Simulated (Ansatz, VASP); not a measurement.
## One calculation of NaF, two programs

```
Na F
1.0
     0.00000    2.35815    2.39300
     2.35815    0.00000    2.39300
     2.35815    2.35815    0.00000
Na F
1 1
Direct
  0.00000 0.00000 0.00000
  0.50000 0.50000 0.50000
```

Change from the starting cell: strain +0.015 along x and y, +0.030 along z, atoms carried along.

Alike in both runs: task single point; functional r2SCAN; k mesh 8 × 8 × 8; occupations gaussian, width 0.05 eV; no spin polarisation.

```csv
,VASP,Ansatz
version,VASP 6.6.1,Ansatz 0.2.0
potentials or method,"VASP PAW PBE potentials, release 64 (Na_pv, F), cutoff 520 eV","scalar-relativistic, plane waves, PAW"
valence electrons in the cell,14,16
```

Ansatz gave:

```
gap on the k mesh at the Fermi level (eV)                     : 6.77
least direct gap on the mesh (eV)                             : 6.77
pressure (GPa)                                                : -4.1
traceless stress, the component that is largest in VASP (GPa) : -0.52
```

Question: What did VASP give for the same quantities?

Answer: gap on the k mesh at the Fermi level (eV): 6.80; least direct gap on the mesh (eV): 6.80; pressure (GPa): -4.6; traceless stress, the component that is largest in VASP (GPa): -0.63.

VASP's potentials were made for PBE, not for r2SCAN. VASP's potentials hold 14 valence electrons a cell and Ansatz's 16, so a difference there can come from the potentials and not from the codes.
